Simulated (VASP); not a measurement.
Write the native input for VASP 6.6.1 that does the following.

* Task: relaxation of the atoms
* Functional: PBEsol
* Potentials or basis: VASP PAW PBE potentials, release 64 (Os)
* Cutoff: 520 eV
* k mesh: 12 × 12 × 1
* Occupations: gaussian, width 0.1 eV
* Spin: no spin polarisation
* Dipole correction: yes
* Atoms held fixed (from 0): [0, 1]
* Further INCAR settings: ALGO = Normal; EDIFF = 1e-06; IBRION = 2; EDIFFG = -0.04; NSW = 60

The structure of Os lies in POSCAR:

```
Os
1.0
    2.7340999800      0.0000000000      0.0000000000
   -1.3670499900      2.3678000400      0.0000000000
    0.0000000000      0.0000000000     28.6393998385
Os
5
Selective dynamics
Direct
    0.3333333300      0.6666666700      0.3491693281  F F F
    0.6666666700      0.3333333300      0.4245846594  F F F
    0.3333333300      0.6666666700      0.5000000000  T T T
    0.6666666700      0.3333333300      0.5754153406  T T T
    0.3333333300      0.6666666700      0.6508306719  T T T
```

The input as run:

INCAR

```
SYSTEM = Os
PREC = Accurate
ENCUT = 520
EDIFF = 1E-6
ISMEAR = 0
SIGMA = 0.1
LREAL = .FALSE.
LASPH = .TRUE.
NELM = 60
ALGO = Normal
ISIF = 2
LWAVE = .FALSE.
LCHARG = .FALSE.
LDIPOL = .TRUE.
IDIPOL = 3
DIPOL = 0.5 0.5 0.500
GGA = PS
IBRION = 2
NSW = 60
EDIFFG = -0.04
```

KPOINTS

```
regular mesh
0
G
  12 12 1
  0 0 0
```

Potentials or basis: VASP PAW PBE potentials, release 64 (Os).

Command:

```bash
$ cat potpaw_PBE.64/Os/POTCAR > POTCAR
$ mpirun -np 1 vasp_std > vasp.out
```

Results of the run:

```
Energy gained by relaxing : 10.1 meV/atom
Ionic steps               : 8
```

It used 950 s of CPU time on 1 thread of AMD EPYC 7R13 Processor (Zen 3), on a shared host.
